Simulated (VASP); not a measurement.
Set up this calculation in VASP 6.6.1, as the native input.

```
Task                   : single point
Functional             : PBE
Potentials or basis    : VASP PAW PBE potentials, release 64 (Al, H)
Cutoff                 : 520 eV
k mesh                 : 6 × 6 × 1
Occupations            : gaussian, width 0.1 eV
Spin                   : no spin polarisation
Dipole correction      : yes
Further INCAR settings : ALGO = Normal; EDIFF = 1e-06; NBANDS = 32
```

The structure of Al6H lies in POSCAR:

```
Al6H
1.0
    5.7143028096      0.0000000000      0.0000000000
   -2.8571514048      4.9487313980      0.0000000000
    0.0000000000      0.0000000000     22.6016424636
Al H
12 2
Direct
    0.3333333333      0.1666666667      0.1769782885
    0.3333333333      0.6666666667      0.1769782885
    0.8333333333      0.1666666667      0.1769782885
    0.8333333333      0.6666666667      0.1769782885
    0.1666666667      0.3333333333      0.2787817904
    0.1666666667      0.8333333333      0.2787817904
    0.6666666667      0.3333333333      0.2787817904
    0.6666666667      0.8333333333      0.2787817904
    0.0000000000      0.0000000000      0.3805759903
    0.0000000000      0.5000000000      0.3805759903
    0.5000000000      0.0000000000      0.3805759903
    0.5000000000      0.5000000000      0.3805759903
    0.1744755939      0.3489511877      0.4429608370
    0.3255244061      0.6510488123      0.4429608370
```

These files were run (other wordings do the same):

INCAR

```
PREC = Accurate
ENCUT = 520
EDIFF = 1E-6
ISMEAR = 0
SIGMA = 0.1
LREAL = False
LASPH = True
NELM = 100
ALGO = Normal
ISIF = 2
LWAVE = False
LCHARG = False
LDIPOL = True
IDIPOL = 3
DIPOL = 0.5 0.5 0.302
GGA = PE
NBANDS = 32
```

KPOINTS

```
regular mesh
0
Gamma
  6 6 1
```

Potentials or basis: VASP PAW PBE potentials, release 64 (Al, H).

Command:

```bash
$ cat potpaw_PBE.64/Al/POTCAR potpaw_PBE.64/H/POTCAR > POTCAR
$ mpirun -np 1 vasp_std > vasp.out
```

It gave:

```yaml
Largest_force: 0.823 eV/Å
Band_gap_on_the_k_mesh: zero (bands 19 and 20 overlap by 1.10 eV)
```

Run time: 17 min on 1 thread of Intel Xeon 8259CL, on a shared host, peak memory 0.68 GiB.
